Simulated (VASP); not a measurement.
Input of a VASP 6.6.1 run:

Contents of INCAR:

```
ALGO = Normal
EDIFF = 1E-6
ENCUT = 520
GGA = PE
ISIF = 2
ISMEAR = 0
LASPH = True
LCHARG = False
LREAL = False
LWAVE = False
NBANDS = 10
NELM = 100
PREC = Accurate
SIGMA = 0.1
```

File KPOINTS:

```
k-points
0
Gamma
  27 27 27
```

File POSCAR:

```
B
1.0
    1.2377400313      0.7146095403      2.7867037706
   -1.2377400313      0.7146095403      2.7867037706
    0.0000000000     -1.4292190806      2.7867037706
B
2
Direct
    0.1001270265      0.1001270265      0.1001270265
    0.8998729735      0.8998729735      0.8998729735
```

Potentials or basis: VASP PAW PBE potentials, release 64 (B).

The run is started by

```console
$ cat potpaw_PBE.64/B/POTCAR > POTCAR
$ mpirun -np 1 vasp_std > vasp.out
```

(1) Estimate the pressure.

(2) Estimate the band gap on the k mesh.

Results:

(1) 0.0 GPa.

(2) zero (bands 3 and 4 overlap by 10.44 eV).
